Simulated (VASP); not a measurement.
Write the native input for VASP 6.6.1 that does the following.

| Property | Result |
| --- | --- |
| Task | single point |
| Functional | PBE |
| Potentials or basis | VASP PAW PBE potentials, release 64 (Si, P) |
| Cutoff | 520 eV |
| k mesh | 1 × 1 × 1, shifted |
| Occupations | fermi-dirac, width 0.1034 eV |
| Spin | no spin polarisation |
| Dipole correction | no |
| Further INCAR settings | LREAL = Auto; ALGO = Normal; EDIFF = 1e-07; NBANDS = 58; ISYM = 0 |

The structure of Si5P13 lies in POSCAR:

```
Si5P13
1.0
    7.0479230000      0.0446470000      0.1733930000
    0.0446470000      7.0511420000     -0.0312760000
    0.1733930000     -0.0312760000      7.0375900000
Si P
5 13
Direct
    0.8087638729      0.3780766453      0.6393078783
    0.4227101499      0.5879531380      0.0728291704
    1.0285830640      0.3834251300      0.0614268380
    0.4071318472      0.4646622705      0.6753058881
    0.7632133081      0.6587961820      0.4158016685
    0.7901954382      0.9295058587      0.7110134105
    0.8495874814      0.0861503683      0.4490348140
    0.5474200725      0.1325690259      0.3737271453
    0.5346357390      0.8432944276      0.2981084124
    0.2756013046      0.1770501905      0.5731169455
    0.0643899623      0.8178857903      0.6972332044
    0.2788449516      0.9961284175      0.8383908625
    0.7256686202      0.4476430384      0.1621548889
    1.1026965027      0.8162950883      0.3720959292
    0.0479931602      0.5235183475      0.7393515226
    0.5831436694      0.2854637594     -0.1134058486
    0.1670543034      0.5230205219      0.3232012582
    0.9555058405      0.0886202896      0.9747958696
```

The input as run:

INCAR

```
ALGO = Normal
EDIFF = 1E-7
ENCUT = 520
GGA = PE
ISIF = 2
ISMEAR = -1
ISYM = 0
LASPH = T
LCHARG = T
LELF = T
LREAL = Auto
LVHAR = T
LWAVE = F
NBANDS = 58
NELM = 60
PREC = Accurate
SIGMA = 0.1034
```

KPOINTS

```
Automatic mesh
0
Gamma
  1 1 1
  0.25 0.25 0.25
```

Potentials or basis: VASP PAW PBE potentials, release 64 (Si, P).

Command:

```bash
$ cat potpaw_PBE.64/Si/POTCAR potpaw_PBE.64/P/POTCAR > POTCAR
$ mpirun -np 1 vasp_std > vasp.out
```

It gave:

The pressure is 0.1 GPa. The largest force is 4.031 eV/Å.

Caveat: the k points lie up to 0.89 Å⁻¹ apart.

It took 36 s on 1 thread of Intel(R) Xeon(R) Platinum 8559C (Emerald Rapids), on a shared host, peak memory 0.39 GiB.
